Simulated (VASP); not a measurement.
Set up this calculation in VASP 6.6.1, as the native input.

- Task: single point
- Functional: r2SCAN
- Potentials or basis: VASP PAW PBE potentials, release 64 (Al, Ga_d, N)
- Cutoff: 520 eV
- k mesh: 8 × 8 × 6
- Occupations: gaussian, width 0.05 eV
- Spin: no spin polarisation
- Dipole correction: no
- Further INCAR settings: ALGO = Normal; EDIFF = 1e-06; NBANDS = 21

The system is AlGaN2.

```
Al Ga N
1.0
     3.10947    0.00000    0.00000
     0.00000    3.10947    0.00000
     0.00000    0.00000    4.42384
Al Ga N
1 1 2
Direct
  0.50000 0.50000 0.50000
  0.00000 0.00000 0.00000
  0.50000 0.00000 0.73826
  0.00000 0.50000 0.26174
```

This cell differs from its parent crystal: strain -0.0100 x Voigt [1, 1, 0, 0, 0, 0].

One way to write it, as run:

POSCAR

```
AlGaN2
1.0
    3.1094682782      0.0000000000      0.0000000000
    0.0000000000      3.1094682782      0.0000000000
    0.0000000000      0.0000000000      4.4238379400
Al Ga N
1 1 2
Direct
    0.5000000000      0.5000000000      0.5000000000
    0.0000000000      0.0000000000      0.0000000000
    0.5000000000      0.0000000000      0.7382648100
    0.0000000000      0.5000000000      0.2617351900
```

INCAR.step1

```
SYSTEM = AlGaN2
PREC     = Accurate       ! precision mode
ENCUT    = 520            ! plane-wave cutoff, eV
ISMEAR   = 0              ! smearing method
SIGMA    = 0.05           ! smearing width, eV
LREAL    = .FALSE.        ! projectors in reciprocal space
LASPH    = .TRUE.         ! aspherical terms in the spheres
NELM     = 60             ! most SCF steps
NBANDS   = 21             ! bands
GGA      = PE             ! functional
ALGO     = Normal         ! electronic algorithm
EDIFF    = 1E-4           ! SCF threshold, eV
LWAVE    = .TRUE.         ! write WAVECAR
LCHARG   = .FALSE.        ! write CHGCAR
```

INCAR.step2

```
SYSTEM = AlGaN2
PREC     = Accurate       ! precision mode
ENCUT    = 520            ! plane-wave cutoff, eV
EDIFF    = 1E-6           ! SCF threshold, eV
ISMEAR   = 0              ! smearing method
SIGMA    = 0.05           ! smearing width, eV
LREAL    = .FALSE.        ! projectors in reciprocal space
LASPH    = .TRUE.         ! aspherical terms in the spheres
NELM     = 60             ! most SCF steps
ALGO     = Normal         ! electronic algorithm
ISIF     = 2              ! what is computed and relaxed
LWAVE    = .FALSE.        ! write WAVECAR
LCHARG   = .FALSE.        ! write CHGCAR
METAGGA  = R2SCAN         ! meta-GGA
LMIXTAU  = .TRUE.       
NBANDS   = 21             ! bands
ISTART   = 1
```

KPOINTS

```
regular mesh
0
G
  8 8 6
  0 0 0
```

Potentials or basis: VASP PAW PBE potentials, release 64 (Al, Ga_d, N).

Run with:

```console
$ cat potpaw_PBE.64/Al/POTCAR potpaw_PBE.64/Ga_d/POTCAR potpaw_PBE.64/N/POTCAR > POTCAR
$ cp INCAR.step1 INCAR
$ mpirun -np 1 vasp_std > vasp.out
$ cp INCAR.step2 INCAR
$ mpirun -np 1 vasp_std > vasp.out
```

It gave:

The pressure is 4.3 GPa, the largest force is 0.019 eV/Å and the band gap on the k mesh is 3.50 eV.

Caveat: the cell differs from its parent crystal (strain -0.0100 x Voigt [1, 1, 0, 0, 0, 0]); the cell stands under pressure; the PAW data sets were made with another functional, which shifts forces and pressure a little.

It took 2.7 min on 1 thread of Intel Xeon 8259CL, on a shared host, peak memory 0.2 GiB.
